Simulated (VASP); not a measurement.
## SiO2: electric field gradients with PBEsol

SiO2:

```
CELL_PARAMETERS angstrom
-2.35812 2.35812 3.71887
2.35812 -2.35812 3.71887
2.35812 2.35812 -3.71887
ATOMIC_POSITIONS crystal
Si 0.00000 0.00000 0.00000
Si 0.75000 0.25000 0.50000
O 0.99838 0.62500 0.87338
O 0.37500 0.24838 0.37338
O 0.75162 0.12500 0.12662
O 0.87500 0.00162 0.62662
```

```yaml
Program: VASP 6.6.1
Task: electric field gradients
Functional: PBEsol
Potentials_or_basis: VASP PAW PBE potentials, release 64 (Si, O)
Cutoff: 520 eV
k_mesh: 7 × 7 × 7
Occupations: fermi-dirac, width 0.03 eV
Spin: no spin polarisation
Dipole_correction: no
Further_INCAR_settings: ALGO = Normal; EDIFF = 1e-08; NBANDS = 25
```

- Pressure: 5.3 GPa
- Largest force: 0.296 eV/Å
- Band gap on the k mesh: 6.10 eV
- Largest electric field gradient by atom: Si -5.7; O +80.1 V/Å²

Forces in eV/Å, atoms in the order of the input:
```
Si   0.000  0.000  0.000
Si   0.000  0.000  0.000
O    0.000  0.296  0.000
O    0.296  0.000  0.000
O    0.000 -0.296  0.000
O   -0.296  0.000  0.000
```

Stress tensor (GPa, compression positive):
```
5.90 0.00 0.00
0.00 5.90 0.00
0.00 0.00 4.08
```

Levels at points of the mesh, in eV from the valence-band top:
```csv
k point,band 14,band 15,band 16,band 17,band 18,band 19
"(0.00, 0.00, 0.00)",-1.02,0.00,0.00,6.10,8.64,11.35
```

Electric field gradients, principal values (V/Å²):
| atom | least | middle | greatest (by size) |
| --- | --- | --- | --- |
| 1 Si | 2.861 | 2.862 | -5.723 |
| 2 Si | 2.861 | 2.862 | -5.723 |
| 3 O | -26.792 | -53.319 | 80.110 |
| 4 O | -26.792 | -53.319 | 80.110 |
| 5 O | -26.792 | -53.313 | 80.105 |
| 6 O | -26.792 | -53.313 | 80.105 |

Wall time 3.5 min on 1 thread of Intel Xeon 8259CL, on a shared host, peak memory 0.26 GiB.

Caveat: the cell stands under pressure; without QUAD_EFG the Cq values of the log hold for a quadrupole moment of 1 mb, not for the nuclei; the PAW data sets were made with another functional, which shifts forces and pressure a little. A k mesh can miss the band edges.
